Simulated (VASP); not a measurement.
Wanted: the native input for a VASP 6.6.1 run.

```
Task                   : relaxation of cell and atoms
Functional             : PBEsol
Potentials or basis    : VASP PAW PBE potentials, release 64 (B)
Cutoff                 : 600 eV
k mesh                 : 26 × 26 × 10
Occupations            : gaussian, width 0.1 eV
Spin                   : no spin polarisation
Dipole correction      : no
Further INCAR settings : ALGO = Normal; EDIFF = 1e-06; IBRION = 2; EDIFFG = -0.01; NSW = 100; ISIF = 3
```

The structure of B lies in POSCAR:

```
B
1.0
    0.9300205788     -2.9211913861      0.0000000000
    0.9300205788      2.9211913861      0.0000000000
    0.0000000000      0.0000000000      4.8417489817
B
4
Direct
    0.6301317782      0.3698682218      0.5838330252
    0.8698682218      0.1301317782      0.0838330252
    0.1301317782      0.8698682218      0.9161669748
    0.3698682218      0.6301317782      0.4161669748
```

One way to write it, as run:

INCAR

```
PREC = Accurate ; ENCUT = 600
EDIFF = 1E-6 ; ISMEAR = 0
SIGMA = 0.1 ; LREAL = F
LASPH = T ; NELM = 60
ALGO = Normal ; ISIF = 3
LWAVE = F ; LCHARG = F
GGA = PS ; IBRION = 2
NSW = 100 ; EDIFFG = -0.01
```

KPOINTS

```
regular mesh
0
Gamma
  26 26 10
```

Potentials or basis: VASP PAW PBE potentials, release 64 (B).

Run with:

```console
$ cat potpaw_PBE.64/B/POTCAR > POTCAR
$ mpirun -np 1 vasp_std > vasp.out
```

It gave:

```json
{
  "Relaxed volume": "6.58 Å³/atom",
  "Relaxed cell": "a = 3.072 Å, b = 3.072 Å, c = 4.853 Å, α = 90.00°, β = 90.00°, γ = 144.92°",
  "Space group after relaxing (to 0.1 Å)": "Cmce (No. 64)",
  "Energy gained by relaxing": "0.4 meV/atom",
  "Ionic steps": "3",
  "Pressure after relaxing": "0.1 GPa",
  "Largest force after relaxing": "0.009 eV/Å",
  "Band gap on the k mesh": "zero (bands 6 and 7 overlap by 2.22 eV)"
}
```

Caveat: the PAW data sets were made with another functional, which shifts forces and pressure a little.

Wall time 2.7 min on 1 thread of Intel(R) Xeon(R) 6975P-C (Granite Rapids), with other jobs on the host, peak memory 0.4 GiB.
